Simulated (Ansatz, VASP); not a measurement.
**C in VASP and in Ansatz**

```
CELL_PARAMETERS angstrom
0.00000 2.12700 3.34800
1.22800 0.00000 3.34800
1.22800 2.12700 0.00000
ATOMIC_POSITIONS crystal
C 0.16667 0.83333 0.16667
C 0.83333 0.16667 0.83333
```

Alike in both runs: task single point; functional PBE; k mesh 11 × 11 × 11; occupations fermi-dirac, width 0.1 eV; no spin polarisation.

|  | VASP | Ansatz |
| --- | --- | --- |
| version | VASP 6.6.1 | Ansatz 0.2.0 |
| potentials or method | VASP PAW PBE potentials, release 64 (C), cutoff 520 eV | PAW, plane waves, scalar-relativistic |
| valence electrons in the cell | 8 | 8 |

VASP gave:

- pressure (GPa): 5.1
- traceless stress, the component that is largest in VASP (GPa): -1.15
- rms of the force components (eV/Å): 0.019

**Question.** What did Ansatz give for the same quantities?

**Answer.** Pressure (GPa): 4.6; traceless stress, the component that is largest in VASP (GPa): -0.63; rms of the force components (eV/Å): 0.019.

Atom by atom the forces differ by 0.000 eV/Å (rms over components). The functional is the same, so the differences come from potentials, cutoffs and numerics.
